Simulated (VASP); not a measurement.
Al:

```
Al
1.0
     0.00000    2.02481    2.02481
     2.02481    0.00000    2.02481
     2.02481    2.02481    0.00000
Al
1
Cartesian
  0.0000 0.0000 0.0000
```

```yaml
Program: VASP 6.6.1
Task: relaxation of volume and atoms at fixed shape
Functional: PBEsol
Potentials_or_basis: VASP PAW PBE potentials, release 64 (Al)
Cutoff: 600 eV
k_mesh: 11 × 11 × 11
Occupations: methfessel-paxton, width 0.1 eV
Spin: no spin polarisation
```

At the start: pressure -1.9 GPa; volume 16.60 Å³/atom.

Problem. Where does the relaxation end?

Solution. Over 3 steps the energy falls by 2.4 meV/atom and the volume is 16.21 Å³/atom (-2.4 %); space group Fm-3m (No. 225, to 0.05 Å).

Step by step:
```csv
step,energy change (eV),largest force (eV/Å),pressure (GPa),volume (Å³)
1,0.0000,0.0000,-1.89,16.60
2,-0.0023,0.0000,0.39,16.14
3,-0.0024,0.0000,0.00,16.21
```

Final structure:
```
Al
1.0
     0.00000    2.00876    2.00876
     2.00876    0.00000    2.00876
     2.00876    2.00876    0.00000
Al
1
Direct
  0.00000 0.00000 0.00000
```

Caveat: the PAW data sets were made with another functional, which shifts forces and pressure a little.
